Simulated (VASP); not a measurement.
# HgPd (P4/mmm) in VASP: single point with LDA

Aim: the single point of HgPd with LDA.

Everything below comes from runs of VASP 6.6.1. Logs are shortened: lines on timing, memory, paths and dates and some standing lists are left out, and cuts for length are marked.

### 1 The cell of the first run

It takes space group P4/mmm (No. 123, tetragonal). The conventional cell has a = 2.987 Å, b = 2.987 Å, c = 3.686 Å, α = 90.00°, β = 90.00°, γ = 90.00°. Hg (site symmetry 4/mmm) has 8 Pd at 2.80 Å and 6 Hg at 2.99 to 3.69 Å within 3.7 Å. Pd (site symmetry 4/mmm) has 8 Hg at 2.80 Å and 6 Pd at 2.99 to 3.69 Å within 3.7 Å.

### 2 Single point, LDA, non-collinear spin, zero start, spin-orbit coupling

Contents of INCAR:

```
SYSTEM = HgPd
PREC = Accurate
ENCUT = 520
EDIFF = 1E-6
ISMEAR = -1
SIGMA = 0.08
LREAL = .False.
LASPH = .True.
NELM = 150
ALGO = Normal
ISIF = 2
LWAVE = .False.
LCHARG = .False.
MAGMOM = 0 0 0 0 0 0
LORBIT = 11
LSORBIT = .True.
GGA_COMPAT = .False.
LORBMOM = .True.
LMAXMIX = 4
GGA = CA
NBANDS = 34
```

Contents of KPOINTS:

```
Automatic mesh
0
Gamma
  10 10 10
  0 0 0
```

Contents of POSCAR:

```
HgPd
1.0
    2.9866873877      0.0000000000      0.0000000000
    0.0000000000      2.9866873877      0.0000000000
    0.0000000000      0.0000000000      3.6861335991
Hg Pd
1 1
Direct
    0.0000000000      0.0000000000      0.0000000000
    0.5000000000      0.5000000000      0.5000000000
```

Potentials or basis: VASP PAW LDA potentials, release 64 (Hg, Pd).

Launch:

```
$ cat potpaw_LDA.64/Hg/POTCAR potpaw_LDA.64/Pd/POTCAR > POTCAR
$ mpirun -np 1 vasp_ncl > vasp.out
```

OUTCAR:

```text
SYSTEM = HgPd
   PREC = Accurate
   ENCUT = 520
   EDIFF = 1E-6
   ISMEAR = -1
   LREAL = .False.
   LASPH = .True.
   NELM = 150
   ISIF = 2
   LORBIT = 11
   LSORBIT = .True.
   GGA = CA

 ion  position               nearest neighbor table
   1  0.000  0.000  0.000-   2 2.80   2 2.80   2 2.80   2 2.80   2 2.80   2 2.80   2 2.80   2 2.80

   2  0.500  0.500  0.500-   1 2.80   1 2.80   1 2.80   1 2.80   1 2.80   1 2.80   1 2.80   1 2.80

  LATTYP: Found a simple tetragonal cell.
 ALAT       =     2.9866873877
 C/A-ratio  =     1.2341879549

  Lattice vectors:

 A1 = (   2.9866873877,   0.0000000000,   0.0000000000)
 A2 = (   0.0000000000,   2.9866873877,   0.0000000000)
 A3 = (   0.0000000000,   0.0000000000,   3.6861335991)

Analysis of symmetry for initial positions (statically):
=====================================================================
 Subroutine PRICEL returns:
 Original cell was already a primitive cell.

 Routine SETGRP: Setting up the symmetry group for a
 simple tetragonal supercell.

 Subroutine GETGRP returns: Found 16 space group operations
 (whereof 16 operations were pure point group operations)
 out of a pool of 16 trial point group operations.

The static configuration has the point symmetry D_4h.

Analysis of symmetry for dynamics (positions and initial velocities):
=====================================================================
 Subroutine PRICEL returns:
 Original cell was already a primitive cell.

 Routine SETGRP: Setting up the symmetry group for a
 simple tetragonal supercell.

 Subroutine GETGRP returns: Found 16 space group operations
 (whereof 16 operations were pure point group operations)
 out of a pool of 16 trial point group operations.

The dynamic configuration has the point symmetry D_4h.

Analysis of structural, dynamic, and magnetic symmetry:
=====================================================================
 Subroutine PRICEL returns:
 Original cell was already a primitive cell.

 Routine SETGRP: Setting up the symmetry group for a
 simple tetragonal supercell.

 Subroutine GETGRP returns: Found 16 space group operations
 (whereof 16 operations were pure point group operations)
 out of a pool of 16 trial point group operations.

The overall configuration has the point symmetry D_4h.

 Subroutine INISYM returns: Found 16 space group operations
 (whereof 16 operations are pure point group operations),
 and found     1 'primitive' translations

----------------------------------------------------------------------------------------

                                     Primitive cell

  volume of cell :      32.8814

  direct lattice vectors                    reciprocal lattice vectors
     2.986687388  0.000000000  0.000000000     0.334819106  0.000000000  0.000000000
     0.000000000  2.986687388  0.000000000     0.000000000  0.334819106  0.000000000
     0.000000000  0.000000000  3.686133599     0.000000000  0.000000000  0.271286966

  length of vectors
     2.986687388  2.986687388  3.686133599     0.334819106  0.334819106  0.271286966

  position of ions in fractional coordinates (direct lattice)
     0.000000000  0.000000000  0.000000000
     0.500000000  0.500000000  0.500000000

  ion indices of the primitive-cell ions
   primitive index   ion index
                 1           1
                 2           2

----------------------------------------------------------------------------------------

 KPOINTS: Automatic mesh

Automatic generation of k-mesh.
 Grid dimensions read from file:
 generate k-points for:   10   10   10

 Generating k-lattice:

  Cartesian coordinates                     Fractional coordinates (reciprocal lattice)
[... 99 lines left out ...]
 number of electron      21.9999998 magnetization      -0.0000000     -0.0000000     -0.0000000

 number of electron      21.9999997 magnetization      -0.0000000      0.0000000     -0.0000000

 number of electron      21.9999997 magnetization       0.0000000      0.0000000     -0.0000000

 Free energy of the ion-electron system (eV)
  ---------------------------------------------------
  ext. energy  EPLUGINS =         0.00000000
  ---------------------------------------------------
  free energy    TOTEN  =        -8.31649607 eV

  energy without entropy =       -8.30226598  energy(sigma->0) =       -8.30938102

 E-fermi :   7.1635     XC(G=0): -13.0361

 val. band max:        7.1552871279   @ k =   0.4000   0.4000   0.2000
 cond. band min:       7.1994299817   @ k =   0.5000   0.2000   0.3000
 fundamental gap:      0.0441428538
 Fermi energy:         7.1635291480

 k-point     1 :       0.0000    0.0000    0.0000
  band No.  band energies     occupation
      1      -2.9037      1.00000
      2      -2.9037      1.00000
      3      -1.9796      1.00000
      4      -1.9796      1.00000
      5      -1.7229      1.00000
      6      -1.7229      1.00000
[... 877 lines left out ...]
     33      23.0704      0.00000
     34      23.0704      0.00000

 [... further k-points ...]

------------------------ aborting loop because EDIFF is reached ----------------------------------------

  FORCE on cell =-STRESS in cart. coord.  units (eV):
  Direction    XX          YY          ZZ          XY          YZ          ZX
  --------------------------------------------------------------------------------------
  -------------------------------------------------------------------------------------
  Total        0.2274227      0.2274227      0.2383956      0.0000000      0.0000000      0.0000000
  in kB       11.0813781     11.0813781     11.6160444      0.0000000      0.0000000      0.0000000
  external PRESSURE =      11.2596002 kB  Pullay stress =       0.0000000 kB

 VOLUME and BASIS-vectors are now :
 -----------------------------------------------------------------------------
  energy-cutoff  :      520.00
  volume of cell :       32.88
      direct lattice vectors                 reciprocal lattice vectors
     2.986687388  0.000000000  0.000000000     0.334819106  0.000000000  0.000000000
     0.000000000  2.986687388  0.000000000     0.000000000  0.334819106  0.000000000
     0.000000000  0.000000000  3.686133599     0.000000000  0.000000000  0.271286966

 POSITION                                       TOTAL-FORCE (eV/Angst)
 -----------------------------------------------------------------------------------
      0.00000      0.00000      0.00000         0.000000      0.000000      0.000000
      1.49334      1.49334      1.84307         0.000000      0.000000      0.000000
 -----------------------------------------------------------------------------------
    total drift:                                0.000000     -0.000000     -0.000000

  FREE ENERGIE OF THE ION-ELECTRON SYSTEM (eV)
  ---------------------------------------------------
  free  energy   TOTEN  =        -8.3164960671 eV

  energy  without entropy=       -8.3022659824  energy(sigma->0) =       -8.30938102

 orbital moment (x)

 # of ion     p       d       tot
 ----------------------------------------
  1        -0.000   0.000   0.000
  2        -0.000   0.000  -0.000
 ----------------------------------------
           -0.000   0.000   0.000

 orbital moment (y)

 # of ion     p       d       tot
 ----------------------------------------
  1        -0.000  -0.000  -0.000
  2        -0.000  -0.000  -0.000
 ----------------------------------------
           -0.000  -0.000  -0.000

 orbital moment (z)

 # of ion     p       d       tot
 ----------------------------------------
  1         0.000   0.000   0.000
  2         0.000   0.000   0.000
 ----------------------------------------
            0.000   0.000   0.000

 Spin-Orbit-Coupling matrix elements

 Ion:    1  E_soc:     -0.6509280
 l=   1
     0.0000000    -0.0362382    -0.0361827
    -0.0362382     0.0000000    -0.0362382
    -0.0361827    -0.0362382     0.0000000
 l=   2
     0.0000000    -0.0149874     0.0000000    -0.0149874    -0.0567929
    -0.0149874     0.0000000    -0.0427942    -0.0150751    -0.0146869
     0.0000000    -0.0427942     0.0000000    -0.0427942     0.0000000
    -0.0149874    -0.0150751    -0.0427942     0.0000000    -0.0146869
    -0.0567929    -0.0146869     0.0000000    -0.0146869     0.0000000
 l=   3
     0.0000000     0.0000000     0.0000000     0.0000000     0.0000000     0.0000000     0.0000000
     0.0000000     0.0000000     0.0000000     0.0000000     0.0000000     0.0000000     0.0000000
     0.0000000     0.0000000     0.0000000     0.0000000     0.0000000     0.0000000     0.0000000
     0.0000000     0.0000000     0.0000000     0.0000000     0.0000000     0.0000000     0.0000000
     0.0000000     0.0000000     0.0000000     0.0000000     0.0000000     0.0000000     0.0000000
     0.0000000     0.0000000     0.0000000     0.0000000     0.0000000     0.0000000     0.0000000
     0.0000000     0.0000000     0.0000000     0.0000000     0.0000000     0.0000000     0.0000000

 Ion:    2  E_soc:     -0.0785921
 l=   1
     0.0000000    -0.0015363    -0.0012550
    -0.0015363     0.0000000    -0.0015363
    -0.0012550    -0.0015363     0.0000000
 l=   2
     0.0000000    -0.0017000     0.0000000    -0.0017000    -0.0099332
    -0.0017000     0.0000000    -0.0070449    -0.0021526    -0.0026964
     0.0000000    -0.0070449     0.0000000    -0.0070449     0.0000000
    -0.0017000    -0.0021526    -0.0070449     0.0000000    -0.0026964
    -0.0099332    -0.0026964     0.0000000    -0.0026964     0.0000000
 l=   3
     0.0000000     0.0000000     0.0000000     0.0000000     0.0000000     0.0000000     0.0000000
     0.0000000     0.0000000     0.0000000     0.0000000     0.0000000     0.0000000     0.0000000
     0.0000000     0.0000000     0.0000000     0.0000000     0.0000000     0.0000000     0.0000000
     0.0000000     0.0000000     0.0000000     0.0000000     0.0000000     0.0000000     0.0000000
     0.0000000     0.0000000     0.0000000     0.0000000     0.0000000     0.0000000     0.0000000
     0.0000000     0.0000000     0.0000000     0.0000000     0.0000000     0.0000000     0.0000000
     0.0000000     0.0000000     0.0000000     0.0000000     0.0000000     0.0000000     0.0000000

 total charge

# of ion       s       p       d       tot
------------------------------------------
    1        0.766   0.520   9.340  10.626
    2        0.404   0.427   8.628   9.459
--------------------------------------------------
tot          1.170   0.947  17.967  20.084

 magnetization (x)

# of ion       s       p       d       tot
------------------------------------------
    1       -0.000  -0.000  -0.000  -0.000
    2        0.000  -0.000   0.000  -0.000
--------------------------------------------------
tot         -0.000  -0.000  -0.000  -0.000

 magnetization (y)

# of ion       s       p       d       tot
------------------------------------------
    1        0.000   0.000   0.000   0.000
    2       -0.000   0.000   0.000  -0.000
--------------------------------------------------
tot         -0.000   0.000   0.000  -0.000

 magnetization (z)

# of ion       s       p       d       tot
------------------------------------------
    1        0.000   0.000  -0.000  -0.000
    2        0.000   0.000   0.000   0.000
--------------------------------------------------
tot          0.000   0.000  -0.000   0.000
```

Run time: 1.8 min. Hardware: 1 thread of Intel Xeon Platinum 8488C (Sapphire Rapids), shared host; peak memory 0.33 GiB.

What came out:

| Quantity | Value |
| --- | --- |
| Free energy | -8.3165 eV |
| Pressure | 1.1 GPa |
| Net moment | 0.00 μB per cell |
| Valence electrons inside the program's atomic spheres | Hg 10.63; Pd 9.46 |

Moments on the atoms (μB; x, y, z):
```
Hg  0.00 0.00 0.00
Pd  0.00 0.00 0.00
```
